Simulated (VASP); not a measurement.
A run of VASP 6.6.1 is set up as follows.

The input INCAR:

```
  ALGO = Normal
  DIPOL = 0.5 0.5 0.336
  EDIFF = 1E-7
  ENCUT = 520
  GGA = PE
  IDIPOL = 3
  ISIF = 2
  ISMEAR = -1
  LASPH = True
  LCHARG = False
  LDIPOL = True
  LREAL = False
  LWAVE = False
  NBANDS = 18
  NELM = 100
  PREC = Accurate
  SIGMA = 0.02
```

KPOINTS

```
k-points
0
Gamma
  6 8 1
```

POSCAR

```
As
1.0
    4.6871606320      0.0000000000      0.0000000000
    0.0000000000      3.5430515883      0.0000000000
    0.0000000000      0.0000000000     28.2703730404
As
4
Direct
    0.0706069046      0.0000000000      0.3780525463
    0.4293930954      0.5000000000      0.3780525463
    0.5706069046      0.5000000000      0.2940291405
    0.9293930954      0.0000000000      0.2940291405
```

Potentials or basis: VASP PAW PBE potentials, release 64 (As).

Launch:

```console
$ cat potpaw_PBE.64/As/POTCAR > POTCAR
$ mpirun -np 1 vasp_std > vasp.out
```

Question: Estimate the band gap on the k mesh.

Answer: 0.64 eV, direct.

Question: Predict the largest force.

Answer: 0.452 eV/Å.

Forces in eV/Å, atoms in the order of the input:
```
As  -0.366  0.000  0.267
As   0.366  0.000  0.267
As  -0.366  0.000 -0.267
As   0.366  0.000 -0.267
```

Caveat: the cell differs from its parent crystal (strain -2.5%).
